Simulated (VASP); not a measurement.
A run of VASP 6.6.1 is set up as follows.

Contents of POSCAR:

```
Ga3Se
1.0
    4.4324650000      0.0000000000      0.0000000000
    0.0000000000      4.4324650000      0.0000000000
    0.0000000000      0.0000000000      4.4324650000
Se Ga
1 3
Direct
    0.0000000000      0.0000000000      0.0000000000
    0.5000000000      0.5000000000      0.0000000000
    0.5000000000      0.0000000000      0.5000000000
    0.0000000000      0.5000000000      0.5000000000
```

INCAR.step1

```
SYSTEM = Ga3Se
ALGO = Normal
EDIFF = 1E-5
ENCUT = 520
GGA = PE
ISIF = 2
ISMEAR = -1
KPAR = 4
LASPH = .True.
LCHARG = .False.
LREAL = .False.
LWAVE = .True.
NBANDS = 30
NELM = 60
PREC = Accurate
SIGMA = 0.05
```

File INCAR.step2:

```
SYSTEM = Ga3Se
ALGO = Normal
EDIFF = 1E-7
ENCUT = 520
GGA = PE
HFSCREEN = 0.2079
ISIF = 2
ISMEAR = -1
ISTART = 1
KPAR = 4
LASPH = .True.
LCHARG = .False.
LHFCALC = .True.
LREAL = .False.
LWAVE = .False.
NBANDS = 30
NELM = 60
PREC = Accurate
PRECFOCK = Normal
SIGMA = 0.05
```

KPOINTS

```
k-points
0
Gamma
  4 4 4
  0 0 0
```

Potentials or basis: VASP PAW PBE potentials, release 64 (Se, Ga_d).

Command:

```bash
$ cat potpaw_PBE.64/Se/POTCAR potpaw_PBE.64/Ga_d/POTCAR > POTCAR
$ cp INCAR.step1 INCAR
$ mpirun -np 4 vasp_std > vasp.out
$ cp INCAR.step2 INCAR
$ mpirun -np 4 vasp_std > vasp.out
```

Question: What does it give for the band gap on the k mesh?

Answer: Zero (an odd number of electrons rules out a gap without spin polarisation).

Question: Predict the pressure.

Answer: -0.8 GPa.

Caveat: the PAW data sets were made with another functional, which shifts forces and pressure a little.
